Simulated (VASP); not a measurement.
Wanted: the native input for a VASP 6.6.1 run.

```
Task                   : single point
Functional             : PBE
Potentials or basis    : VASP PAW PBE potentials, release 64 (F, C, H)
Cutoff                 : 520 eV
k mesh                 : 7 × 7 × 7
Occupations            : fermi-dirac, width 0.1 eV
Spin                   : no spin polarisation
Dipole correction      : no
Further INCAR settings : ALGO = Normal; EDIFF = 1e-06; NBANDS = 18
```

The structure of H2CF2 lies in POSCAR:

```
H2CF2
1.0
   -2.6338910000      0.0000000000      1.7095730000
    2.6338910000      0.0000000000      1.7095730000
    0.0000000000      4.7089340000      1.7095730000
F C H
2 1 2
Direct
    0.1069500000      0.1069500000      0.2720000000
    0.3789500000      0.3789500000      0.7280000000
    0.9962500000      0.9962500000      0.0000000000
    0.7606700000      0.9863300000      0.0000000000
    0.9863300000      0.7606700000      0.0000000000
```

These files were run (other wordings do the same):

INCAR

```
PREC = Accurate ; ENCUT = 520
EDIFF = 1E-6 ; ISMEAR = -1
SIGMA = 0.1 ; LREAL = F
LASPH = T ; NELM = 80
ALGO = Normal ; ISIF = 2
LWAVE = F ; LCHARG = F
GGA = PE ; NBANDS = 18
```

KPOINTS

```
regular mesh
0
Gamma
  7 7 7
```

Potentials or basis: VASP PAW PBE potentials, release 64 (F, C, H).

The run is started by

```console
$ cat potpaw_PBE.64/F/POTCAR potpaw_PBE.64/C/POTCAR potpaw_PBE.64/H/POTCAR > POTCAR
$ mpirun -np 1 vasp_std > vasp.out
```

Results of the run:

```
Pressure               : 62.2 GPa
Largest force          : 45.706 eV/Å
Band gap on the k mesh : 6.85 eV (least direct gap 7.02 eV)
```

Caveat: atoms lie so close that the PAW spheres overlap strongly, which falsifies energies and pressures; the cell stands under pressure; this functional lacks dispersion, which holds the molecules together, so the pressure and a relaxed volume are unreliable; an odd mesh through Γ misses points on the zone boundary, where band edges can lie; forces of over 1 eV/Å act on the atoms, so gaps and moduli don't describe the material at rest.

It took 13 s on 1 thread of Intel(R) Xeon(R) 6975P-C (Granite Rapids), with other jobs on the host, peak memory 0.18 GiB.
